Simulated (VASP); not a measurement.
Here is a VASP 6.6.1 calculation.

File INCAR:

```
SYSTEM = Re
PREC = Accurate
ENCUT = 600
EDIFF = 1E-6
ISMEAR = 0
SIGMA = 0.1
LREAL = .FALSE.
LASPH = .TRUE.
NELM = 120
ALGO = Normal
ISIF = 2
LWAVE = .FALSE.
LCHARG = .FALSE.
GGA = PS
NBANDS = 10
GGA_COMPAT = .FALSE.
```

Contents of KPOINTS:

```
Automatic mesh
0
G
  18 18 18
  0 0 0
```

File POSCAR:

```
Re
1.0
   -1.5426368336      1.5426368336      1.5426368336
    1.5426368336     -1.5426368336      1.5426368336
    1.5426368336      1.5426368336     -1.5426368336
Re
1
Direct
    0.0000000000      0.0000000000      0.0000000000
```

Potentials or basis: VASP PAW PBE potentials, release 64 (Re).

The run is started by

```console
$ cat potpaw_PBE.64/Re/POTCAR > POTCAR
$ mpirun -np 1 vasp_std > vasp.out
```

Task: Predict the band gap on the k mesh.

Result: Zero (an odd number of electrons rules out a gap without spin polarisation).

Task: Estimate the pressure.

Result: 0.1 GPa.

Caveat: the PAW data sets were made with another functional, which shifts forces and pressure a little; spin-orbit coupling is left out, which moves the levels of the heavy elements.
